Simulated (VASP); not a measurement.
# BN (F-43m) in VASP: settings compared

The runs below take BN through single point, relaxation of cell and atoms, with BLYP+D3(BJ), PBEsol+D3(BJ).

Program: VASP 6.6.1. These are calculated values, not measurements. Logs are shortened: lines on timing, memory, paths and dates and some standing lists are left out, and cuts for length are marked.

**1. The cell of the first run**

The structure is cubic, space group F-43m (No. 216). The conventional cell has a = 3.612 Å, b = 3.612 Å, c = 3.612 Å, α = 90.00°, β = 90.00°, γ = 90.00°. Within 2.1 Å of N (site symmetry -43m) lie 4 B at 1.56 Å. Within 2.1 Å of B (site symmetry -43m) lie 4 N at 1.56 Å.

**2. Single point, BLYP+D3(BJ)**

Input file INCAR:

```
SYSTEM = BN
PREC = Accurate ; ENCUT = 520
EDIFF = 1E-6 ; ISMEAR = -1
SIGMA = 0.05 ; LREAL = .FALSE.
LASPH = .TRUE. ; NELM = 80
ALGO = Normal ; ISIF = 2
LWAVE = .FALSE. ; LCHARG = .TRUE.
GGA = B5 ; ALDAX = 1.0
AGGAX = 1.0 ; AGGAC = 1.0
ALDAC = 0.0 ; IVDW = 12
VDW_S6 = 1.0 ; VDW_S8 = 2.6996
VDW_A1 = 0.4298 ; VDW_A2 = 4.2359
LELF = .TRUE. ; LVHAR = .TRUE.
NBANDS = 11
```

Input file KPOINTS:

```
Automatic mesh
0
G
  13 13 13
  0 0 0
```

Input file POSCAR:

```
BN
1.0
    0.0000000000      1.8061360926      1.8061360926
    1.8061360926      0.0000000000      1.8061360926
    1.8061360926      1.8061360926      0.0000000000
N B
1 1
Direct
    0.2500000000      0.2500000000      0.2500000000
    0.0000000000      0.0000000000      0.0000000000
```

Potentials or basis: VASP PAW PBE potentials, release 64 (N, B).

On the command line:

```console
$ cat potpaw_PBE.64/N/POTCAR potpaw_PBE.64/B/POTCAR > POTCAR
$ mpirun -np 1 vasp_std > vasp.out
```

OUTCAR:

```text
SYSTEM = BN
   PREC = Accurate
   ENCUT = 520
   EDIFF = 1E-6
   ISMEAR = -1
   LREAL = .FALSE.
   LASPH = .TRUE.
   NELM = 80
   ISIF = 2
   GGA = B5
   IVDW = 12
 IVDW          = 12

 ion  position               nearest neighbor table
   1  0.250  0.250  0.250-   2 1.56   2 1.56   2 1.56   2 1.56
   2  0.000  0.000  0.000-   1 1.56   1 1.56   1 1.56   1 1.56

  LATTYP: Found a face centered cubic cell.
 ALAT       =     3.6122721852

  Lattice vectors:

 A1 = (   0.0000000000,   1.8061360926,   1.8061360926)
 A2 = (   1.8061360926,   0.0000000000,   1.8061360926)
 A3 = (   1.8061360926,   1.8061360926,   0.0000000000)

Analysis of symmetry for initial positions (statically):
=====================================================================
 Subroutine PRICEL returns:
 Original cell was already a primitive cell.

 Routine SETGRP: Setting up the symmetry group for a
 face centered cubic supercell.

 Subroutine GETGRP returns: Found 24 space group operations
 (whereof 24 operations were pure point group operations)
 out of a pool of 48 trial point group operations.

The static configuration has the point symmetry T_d .

Analysis of symmetry for dynamics (positions and initial velocities):
=====================================================================
 Subroutine PRICEL returns:
 Original cell was already a primitive cell.

 Routine SETGRP: Setting up the symmetry group for a
 face centered cubic supercell.

 Subroutine GETGRP returns: Found 24 space group operations
 (whereof 24 operations were pure point group operations)
 out of a pool of 48 trial point group operations.

The dynamic configuration has the point symmetry T_d .

 Subroutine INISYM returns: Found 24 space group operations
 (whereof 24 operations are pure point group operations),
 and found     1 'primitive' translations

----------------------------------------------------------------------------------------

                                     Primitive cell

  volume of cell :      11.7837

  direct lattice vectors                    reciprocal lattice vectors
     0.000000000  1.806136093  1.806136093    -0.276834067  0.276834067  0.276834067
     1.806136093  0.000000000  1.806136093     0.276834067 -0.276834067  0.276834067
     1.806136093  1.806136093  0.000000000     0.276834067  0.276834067 -0.276834067

  length of vectors
     2.554262158  2.554262158  2.554262158     0.479490669  0.479490669  0.479490669

  position of ions in fractional coordinates (direct lattice)
     0.250000000  0.250000000  0.250000000
     0.000000000  0.000000000  0.000000000

  ion indices of the primitive-cell ions
   primitive index   ion index
                 1           1
                 2           2

----------------------------------------------------------------------------------------

 KPOINTS: Automatic mesh

Automatic generation of k-mesh.
 Grid dimensions read from file:
 generate k-points for:   13   13   13

 Generating k-lattice:

  Cartesian coordinates                     Fractional coordinates (reciprocal lattice)
    -0.021294928  0.021294928  0.021294928     0.076923077  0.000000000  0.000000000
     0.021294928 -0.021294928  0.021294928     0.000000000  0.076923077  0.000000000
     0.021294928  0.021294928 -0.021294928     0.000000000  0.000000000  0.076923077

  Length of vectors
     0.036883898  0.036883898  0.036883898

  Shift w.r.t. Gamma in fractional coordinates (k-lattice)
     0.000000000  0.000000000  0.000000000

 Subroutine IBZKPT returns following result:
 ===========================================

 Found     84 irreducible k-points:

 Following reciprocal coordinates:
            Coordinates               Weight
  0.000000  0.000000  0.000000      1.000000
  0.076923  0.000000  0.000000      8.000000
  0.153846  0.000000  0.000000      8.000000
  0.230769  0.000000  0.000000      8.000000
  0.307692  0.000000  0.000000      8.000000
  0.384615  0.000000  0.000000      8.000000
[... 16 lines left out ...]
  0.384615  0.153846  0.000000     24.000000
  0.461538  0.153846  0.000000     24.000000
 [... further k-points ...]
   k-points           NKPTS =     84   k-points in BZ     NKDIM =     84   number of bands    NBANDS=     11
   number of dos      NEDOS =    301   number of ions     NIONS =      2
   total plane-waves  NPLWV =   8000
   dimension x,y,z NGX =    20 NGY =   20 NGZ =   20
   dimension x,y,z NGXF=    40 NGYF=   40 NGZF=   40
   ions per type =               1   1
   NGX,Y,Z   is equivalent  to a cutoff of  13.02, 13.02, 13.02 a.u.
   NGXF,Y,Z  is equivalent  to a cutoff of  26.03, 26.03, 26.03 a.u.
 SYSTEM =  BN
   PREC   = accura    normal or accurate (medium, high low for compatibility)
   ISTART =      0    job   : 0-new  1-cont  2-samecut
   ICHARG =      2    charge: 1-file 2-atom 10-const
   ISPIN  =      1    spin polarized calculation?
   LNONCOLLINEAR =      F non collinear calculations
   LSORBIT =      F    spin-orbit coupling
   LASPH  =      T    aspherical Exc in radial PAW
   ENCUT  =  520.0 eV  38.22 Ry    6.18 a.u.   4.75  4.75  4.75*2*pi/ulx,y,z
   NELM   =     80;   NELMIN=  2; NELMDL= -5     # of ELM steps
   EDIFF  = 0.1E-05   stopping-criterion for ELM
   LREAL  =      F    real-space projection
   EDIFFG = 0.1E-04   stopping-criterion for IOM
   NSW    =      0    number of steps for IOM
   IBRION =     -1    ionic relax: 0-MD 1-quasi-New 2-CG
   NFREE  =      0    steps in history (QN), initial steepest desc. (CG)
   ISIF   =      2    stress and relaxation
   ISYM   =      2    0-nonsym 1-usesym 2-fastsym
   POTIM  = 0.5000    time-step for ionic-motion
   TEBEG  =    0.0;   TEEND  =   0.0 temperature during run
   PSTRESS=    0.0 pullay stress
   NELECT =       8.0000    total number of electrons
   NUPDOWN=      -1.0000    fix difference up-down
   EMIN   =  10.00;   EMAX   =-10.00  energy-range for DOS
   EFERMI =   0.00;   METHOD = LEGACY
   ISMEAR =    -1;   SIGMA  =   0.05  broadening in eV -4-tet -1-fermi 0-gaus
   EFERMI_NEDOS =   21; number of points for ismear=-14 and -15
   IALGO  =     38    algorithm
   IMIX   =      4    mixing-type and parameters
     AMIX     =   0.40;   BMIX     =  1.00
     AMIX_MAG =   1.60;   BMIX_MAG =  1.00
  volume/ion in A,a.u.               =       5.89        39.76
  Fermi-wavevector in a.u.,A,eV,Ry     =   1.438835  2.719004 28.167413  2.070246
  Thomas-Fermi vector in A             =   2.557758
   LORBIT       =      0    0 simple, 1 ext, 2 COOP (PROOUT), +10 PAW based schemes
   GGA     = B5    functional components
   LHFCALC =     F    Hartree Fock is set to
   AEXX    =    0.0000 exact exchange contribution
   IVDW    =    12    specifies the selected vdW correction
   LEPSILON=     F    determine dielectric tensor
   LRPA    =     F    only Hartree local field effects (RPA)
 non-spin polarized calculation
  energy-cutoff  :      520.00
  volume of cell :       11.78
 maximum number of plane-waves:       331
   NGX =  9   NGY =  9   NGZ =  9

 number of electron       7.9999999 magnetization

 Free energy of the ion-electron system (eV)
  ---------------------------------------------------
  ext. energy  EPLUGINS =         0.00000000
  ---------------------------------------------------
  free energy    TOTEN  =       -16.39899315 eV

  energy without entropy =      -16.39899315  energy(sigma->0) =      -16.39899315

 E-fermi :   8.7181     XC(G=0): -12.1379

 val. band max:        7.7530207598   @ k =   0.0000   0.0000   0.0000
 cond. band min:      12.7068689116   @ k =   0.4615   0.4615   0.0000
 fundamental gap:      4.9538481518
 Fermi energy:         8.7181343190

 k-point     1 :       0.0000    0.0000    0.0000
  band No.  band energies     occupation
      1     -12.2852      2.00000
      2       7.7530      2.00000
      3       7.7530      2.00000
      4       7.7530      2.00000
      5      16.6988      0.00000
      6      16.6988      0.00000
      7      16.6988      0.00000
      8      18.4700      0.00000
      9      32.8986      0.00000
     10      35.8586      0.00000
     11      35.8586      0.00000

 k-point     2 :       0.0769    0.0000    0.0000
  band No.  band energies     occupation
      1     -12.1423      2.00000
      2       6.9906      2.00000
      3       7.6007      2.00000
      4       7.6007      2.00000
      5      16.9113      0.00000
      6      16.9315      0.00000
      7      16.9315      0.00000
      8      18.9074      0.00000
      9      32.7409      0.00000
     10      33.8853      0.00000
     11      33.8853      0.00000

 k-point     3 :       0.1538    0.0000    0.0000
  band No.  band energies     occupation
      1     -11.7183      2.00000
      2       5.1717      2.00000
      3       7.2184      2.00000
      4       7.2184      2.00000
      5      17.2524      0.00000
      6      17.4965      0.00000
      7      17.4965      0.00000
      8      20.0210      0.00000
      9      32.2911      0.00000
     10      32.3430      0.00000
     11      32.3430      0.00000

 k-point     4 :       0.2308    0.0000    0.0000
  band No.  band energies     occupation
      1     -11.0300      2.00000
      2       2.9583      2.00000
      3       6.7543      2.00000
      4       6.7543      2.00000
      5      17.5649      0.00000
      6      18.0967      0.00000
      7      18.0967      0.00000
      8      21.2626      0.00000
      9      31.7401      0.00000
     10      31.7401      0.00000
     11      31.7701      0.00000
[... 239 lines left out ...]
 k-point    22 :       0.3077    0.1538    0.0000
  band No.  band energies     occupation
      1     -10.2720      2.00000
      2       2.3380      2.00000
      3       5.2491      2.00000
      4       5.6554      2.00000
      5      16.1760      0.00000
      6      19.8599      0.00000
      7      20.3051      0.00000
      8      20.8353      0.00000
      9      27.4855      0.00000
     10      34.3703      0.00000
     11      35.8478      0.00000

 k-point    23 :       0.3846    0.1538    0.0000
  band No.  band energies     occupation
      1      -9.3311      2.00000
      2       0.3422      2.00000
      3       5.0031      2.00000
      4       5.0954      2.00000
      5      16.6015      0.00000
      6      20.0682      0.00000
      7      20.5195      0.00000
      8      21.5537      0.00000
      9      28.3245      0.00000
     10      34.1160      0.00000
     11      36.1158      0.00000

 k-point    24 :       0.4615    0.1538    0.0000
  band No.  band energies     occupation
      1      -8.3598      2.00000
      2      -1.3386      2.00000
      3       4.5496      2.00000
      4       4.9670      2.00000
      5      16.9353      0.00000
      6      20.0811      0.00000
      7      20.4088      0.00000
      8      22.6433      0.00000
      9      28.9262      0.00000
     10      34.1590      0.00000
     11      36.1090      0.00000

 [... further k-points ...]

------------------------ aborting loop because EDIFF is reached ----------------------------------------

 Edisp (eV)   -0.81641

 E8    (eV) :    -0.4936

  FORCE on cell =-STRESS in cart. coord.  units (eV):
  Direction    XX          YY          ZZ          XY          YZ          ZX
  --------------------------------------------------------------------------------------
  -------------------------------------------------------------------------------------
  Total      -0.01338    -0.01338    -0.01338     0.00000    -0.00000     0.00000
  in kB      -1.81916    -1.81916    -1.81916     0.00000    -0.00000     0.00000
  external pressure =       -1.82 kB  Pullay stress =        0.00 kB

 VOLUME and BASIS-vectors are now :
 -----------------------------------------------------------------------------
  energy-cutoff  :      520.00
  volume of cell :       11.78
      direct lattice vectors                 reciprocal lattice vectors
     0.000000000  1.806136093  1.806136093    -0.276834067  0.276834067  0.276834067
     1.806136093  0.000000000  1.806136093     0.276834067 -0.276834067  0.276834067
     1.806136093  1.806136093  0.000000000     0.276834067  0.276834067 -0.276834067

 POSITION                                       TOTAL-FORCE (eV/Angst)
 -----------------------------------------------------------------------------------
      0.90307      0.90307      0.90307         0.000000      0.000000      0.000000
      0.00000      0.00000      0.00000        -0.000000     -0.000000     -0.000000
 -----------------------------------------------------------------------------------
    total drift:                                0.000000      0.000000      0.000000

  FREE ENERGIE OF THE ION-ELECTRON SYSTEM (eV)
  ---------------------------------------------------
  free  energy   TOTEN  =       -17.2154038072 eV

  energy  without entropy=      -17.2154038072  energy(sigma->0) =      -17.21540381
```

It took 22 s on 1 thread of AMD EPYC 7R43 (Zen 3), shared host; peak memory 0.1 GiB.

What came out:

| Quantity | Value |
| --- | --- |
| Free energy | -17.2154 eV |
| Pressure | -0.2 GPa |
| Band gap on the k mesh | 4.95 eV, indirect (least direct gap 8.95 eV) |
| Dispersion energy per atom | -0.408 eV |

Levels at points of the mesh, in eV from the valence-band top:
```csv
k point,band 1,band 2,band 3,band 4,band 5,band 6,band 7,band 8,band 9
"(0.00, 0.00, 0.00)",-20.04,0.00,0.00,0.00,8.95,8.95,8.95,10.72,25.15
```

Caveat: the PAW data sets were made with another functional, which shifts forces and pressure a little. BLYP gaps usually lie below the measured ones, often by a third to a half.

[end of part 1 of 2]
